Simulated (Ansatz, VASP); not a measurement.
**Mn in VASP and in Ansatz**

```
Mn
1.0
    -1.39327    1.39327    1.39327
     1.39327   -1.39327    1.39327
     1.39327    1.39327   -1.39327
Mn
1
Direct
  0.00000 0.00000 0.00000
```

Alike in both runs: task single point; functional revPBE; k mesh 8 × 8 × 8; occupations gaussian, width 0.1 eV; collinear spin.

|  | VASP | Ansatz |
| --- | --- | --- |
| version | VASP 6.6.1 | Ansatz 0.2.0 |
| potentials or method | VASP PAW PBE potentials, release 64 (Mn_pv), cutoff 500 eV | scalar-relativistic, plane waves, PAW |
| valence electrons in the cell | 13 | 15 |

Ansatz gave:

```
gap on the k mesh at the Fermi level (eV)                     : none
pressure (GPa)                                                : 5.2
net moment per atom (μB)                                      : 0.71
size of the moment on the site where the two differ most (μB) : 0.71
```

Problem. What did VASP give for the same quantities?

Solution. gap on the k mesh at the Fermi level (eV): none; pressure (GPa): 5.0; net moment per atom (μB): 0.71; size of the moment on the site where the two differ most (μB): 0.71.

VASP's potentials were made for PBE, not for revPBE. Site moments also hang on the region over which each program counts them. A gap of «none» marks a metal or a gap that the smearing closes. VASP's potentials hold 13 valence electrons a cell and Ansatz's 15, so a difference there can come from the potentials and not from the codes.

The k mesh is coarse, so the values compare programs but aren't converged.
